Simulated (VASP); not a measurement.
# Na: single point with r2SCAN

Crystal: Na.

```
CELL_PARAMETERS angstrom
4.22823 0.00000 0.00000
0.00000 4.22823 0.00000
0.00000 0.00000 4.22823
ATOMIC_POSITIONS crystal
Na 0.00000 0.00000 0.00000
Na 0.50000 0.50000 0.50000
```

| Property | Result |
| --- | --- |
| Program | VASP 6.6.1 |
| Task | single point |
| Functional | r2SCAN |
| Potentials or basis | VASP PAW PBE potentials, release 64 (Na_pv) |
| Cutoff | 520 eV |
| k mesh | 5 × 5 × 5 |
| Occupations | fermi-dirac, width 0.05 eV |
| Spin | no spin polarisation |

```json
{
  "Pressure": "-0.1 GPa",
  "Band gap on the k mesh": "zero (band 7 reaches 1.11 eV, above the bottom of band 8 at 0.09 eV)"
}
```

Levels at points of the mesh, in eV from the Fermi level:
| k point | band 3 | band 4 | band 5 | band 6 | band 7 | band 8 | band 9 | band 10 | band 11 | band 12 |
| --- | --- | --- | --- | --- | --- | --- | --- | --- | --- | --- |
| (0.00, 0.00, 0.00) | -26.08 | -26.06 | -26.06 | -26.06 | -3.48 | 4.64 | 4.64 | 5.20 | 5.20 | 5.20 |

It took 30 s on 1 thread of AMD EPYC 7R13 Processor (Zen 3) (shared host), peak memory 0.14 GiB.

Caveat: the PAW data sets were made with another functional, which shifts forces and pressure a little.
